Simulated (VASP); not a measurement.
TaN: single point with PBE

The system is TaN.

```xyz
4
Lattice="3.0901 0.0000 0.0000 -1.5451 2.6761 0.0000 0.0000 0.0000 5.0050" Properties=species:S:1:pos:R:3 pbc="T T T"
Ta    0.0000    1.7841    0.0000
Ta    1.5451    0.8920    2.5025
N     0.0000    1.7841    1.9269
N     1.5451    0.8920    4.4294
```

This cell differs from its parent crystal: volume scaled by 1.04.

```json
{"Program": "VASP 6.6.1", "Task": "single point", "Functional": "PBE", "Potentials or basis": "VASP PAW PBE potentials, release 64 (Ta_pv, N)", "Cutoff": "520 eV", "k mesh": "9 × 9 × 5", "Occupations": "fermi-dirac, width 0.01 eV", "Spin": "no spin polarisation", "Dipole correction": "no", "Further INCAR settings": "ALGO = Normal; EDIFF = 1e-07; NBANDS = 24"}
```

```json
{
  "Pressure": "113.0 GPa",
  "Largest force": "2.236 eV/Å",
  "Band gap on the k mesh": "zero (band 16 reaches 9.91 eV, above the bottom of band 17 at 7.78 eV)"
}
```

Forces on the atoms (eV/Å):
```
Ta   0.000  0.000  2.236
Ta   0.000  0.000  2.236
N    0.000  0.000 -2.236
N    0.000  0.000 -2.236
```

Stress tensor (GPa, compression positive):
```
120.07   0.00   0.00
  0.00 120.07   0.00
  0.00   0.00  98.92
```

Levels at points of the mesh, in eV from the Fermi level:
```
           k point  band 13  band 14  band 15  band 16  band 17  band 18  band 19  band 20
(0.00, 0.00, 0.00)    -7.70    -7.56    -0.81    -0.81    -0.47     1.99     2.51     2.51
```

Run time: 54 s on 1 thread of Intel Xeon 8259CL, with other jobs on the host, peak memory 0.17 GiB.

Caveat: spin-orbit coupling is left out, which moves the levels of the heavy elements; forces of over 1 eV/Å act on the atoms, so gaps and moduli don't describe the material at rest.
